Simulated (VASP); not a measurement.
A run of VASP 6.6.1 is set up as follows.

Contents of INCAR:

```
SYSTEM = Be4Ge3Pt
PREC     = Accurate       ! precision mode
ENCUT    = 520            ! plane-wave cutoff, eV
EDIFF    = 1E-7           ! SCF threshold, eV
ISMEAR   = 0              ! smearing method
SIGMA    = 0.1            ! smearing width, eV
LREAL    = .False.        ! projectors in reciprocal space
LASPH    = .True.         ! aspherical terms in the spheres
NELM     = 100            ! most SCF steps
ALGO     = Fast           ! electronic algorithm
ISIF     = 2              ! what is computed and relaxed
LWAVE    = .False.        ! write WAVECAR
LCHARG   = .True.         ! write CHGCAR
GGA      = PE             ! functional
LELF     = .True.         ! ELF
LVHAR    = .True.       
NBANDS   = 40             ! bands
```

The input KPOINTS:

```
regular mesh
0
Gamma
  4 4 4
  0 0 0
```

The input POSCAR:

```
Be4Ge3Pt
1.0
    4.8419015290      0.0000000000      0.0000000000
    0.0000000000      4.8419015290      0.0000000000
    0.0000000000      0.0000000000      4.8419015290
Be Ge Pt
4 3 1
Direct
    0.2350000000      0.2350000000      0.2350000000
    0.2350000000      0.7650000000      0.7650000000
    0.7650000000      0.7650000000      0.2350000000
    0.7650000000      0.2350000000      0.7650000000
    0.5000000000      0.0000000000      0.0000000000
    0.0000000000      0.5000000000      0.0000000000
    0.0000000000      0.0000000000      0.5000000000
    0.0000000000      0.0000000000      0.0000000000
```

Potentials or basis: VASP PAW PBE potentials, release 64 (Be, Ge_d, Pt).

Run with:

```bash
$ cat potpaw_PBE.64/Be/POTCAR potpaw_PBE.64/Ge_d/POTCAR potpaw_PBE.64/Pt/POTCAR > POTCAR
$ mpirun -np 1 vasp_std > vasp.out
```

Problem. Estimate the pressure.

Solution. 51.4 GPa.

Problem. Predict the band gap on the k mesh.

Solution. Zero (band 30 reaches 7.10 eV, above the bottom of band 31 at 5.34 eV).

Forces on the atoms (eV/Å):
```
Be   3.018  3.018  3.018
Be   3.018 -3.018 -3.018
Be  -3.018 -3.018  3.018
Be  -3.018  3.018 -3.018
Ge   0.000  0.000  0.000
Ge   0.000  0.000  0.000
Ge   0.000  0.000  0.000
Pt   0.000  0.000  0.000
```

Caveat: spin-orbit coupling is left out, which moves the levels of the heavy elements; forces of over 1 eV/Å act on the atoms, so gaps and moduli don't describe the material at rest.
